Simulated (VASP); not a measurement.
Input of a VASP 6.6.1 run:

The input POSCAR:

```
CdO2
1.0
    3.4528988943      0.0000000000      0.0000000000
   -1.7264494472      2.9902976731      0.0000000000
    0.0000000000      0.0000000000      4.1202357249
Cd O
1 2
Direct
    0.0000000000      0.0000000000      0.0000000000
    0.6666666667      0.3333333333      0.7557810000
    0.3333333333      0.6666666667      0.2442190000
```

Contents of INCAR.step1:

```
SYSTEM = CdO2
PREC = Accurate ; ENCUT = 520
ISMEAR = 0 ; SIGMA = 0.02
LREAL = .FALSE. ; LASPH = .TRUE.
NELM = 100 ; NBANDS = 19
GGA = PE ; ALGO = Normal
EDIFF = 1E-4 ; LWAVE = .TRUE.
LCHARG = .FALSE.
```

File INCAR.step2:

```
SYSTEM = CdO2
PREC = Accurate ; ENCUT = 520
EDIFF = 1E-6 ; ISMEAR = 0
SIGMA = 0.02 ; LREAL = .FALSE.
LASPH = .TRUE. ; NELM = 100
ALGO = Normal ; ISIF = 2
LWAVE = .FALSE. ; LCHARG = .FALSE.
METAGGA = R2SCAN ; LMIXTAU = .TRUE.
NBANDS = 19 ; ISTART = 1
```

KPOINTS

```
Automatic mesh
0
G
  10 10 7
  0 0 0
```

Potentials or basis: VASP PAW PBE potentials, release 64 (Cd, O).

Run with:

```bash
$ cat potpaw_PBE.64/Cd/POTCAR potpaw_PBE.64/O/POTCAR > POTCAR
$ cp INCAR.step1 INCAR
$ mpirun -np 1 vasp_std > vasp.out
$ cp INCAR.step2 INCAR
$ mpirun -np 1 vasp_std > vasp.out
```

Q: Predict the largest force.

A: 0.007 eV/Å.

Q: Predict the band gap on the k mesh.

A: Zero (bands 12 and 13 overlap by 0.72 eV).

Q: Estimate the pressure.

A: -7.0 GPa.

Forces in eV/Å, atoms in the order of the input:
```
Cd   0.000  0.000  0.000
O    0.000  0.000  0.007
O    0.000  0.000 -0.007
```

Caveat: the cell stands under tension; semilocal functionals underestimate gaps, and a narrow one can read as zero; the PAW data sets were made with another functional, which shifts forces and pressure a little.
